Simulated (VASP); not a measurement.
EuBe3:

```
CELL_PARAMETERS angstrom
3.71372 0.00000 0.00000
0.00000 3.71372 0.00000
0.00000 0.00000 3.71372
ATOMIC_POSITIONS crystal
Eu 0.00000 0.00000 0.00000
Be 0.50000 0.00000 0.50000
Be 0.00000 0.50000 0.50000
Be 0.50000 0.50000 0.00000
```

The cell was generated, and may not be a known phase.

```yaml
Program: VASP 6.6.1
Task: relaxation of cell and atoms
Functional: PBE
Potentials_or_basis: VASP PAW PBE potentials, release 64 (Eu, Be)
Cutoff: 600 eV
k_mesh: 6 × 6 × 6
Occupations: gaussian, width 0.1 eV
Spin: collinear spin, ferromagnetic start
Starting_moments: "[7.0, 0.0, 0.0, 0.0] μB"
```

At the start: pressure 20.3 GPa; volume 12.80 Å³/atom.

Question: Where does the relaxation end?

Answer: Over 3 steps the energy falls by 195.1 meV/atom and the volume is 16.49 Å³/atom (+28.8 %); space group Pm-3m (No. 221, to 0.1 Å) before and after; moment 7.63 μB per cell.

The path:
```csv
step,energy change (eV),largest force (eV/Å),pressure (GPa),volume (Å³)
1,0.0000,0.0000,20.27,51.22
2,-0.7722,0.0000,1.39,64.19
3,-0.7806,0.0000,-0.05,65.97
```

Final structure:
```
Eu Be
1.0
     4.04053    0.00000    0.00000
     0.00000    4.04053    0.00000
     0.00000    0.00000    4.04053
Eu Be
1 3
Direct
  0.00000 0.00000 0.00000
  0.50000 0.00000 0.50000
  0.00000 0.50000 0.50000
  0.50000 0.50000 0.00000
```

Caveat: the volume moved by over 15 % at a fixed basis, so the end points are rough; semilocal functionals describe open f shells poorly, which spoils levels, moments and volumes.
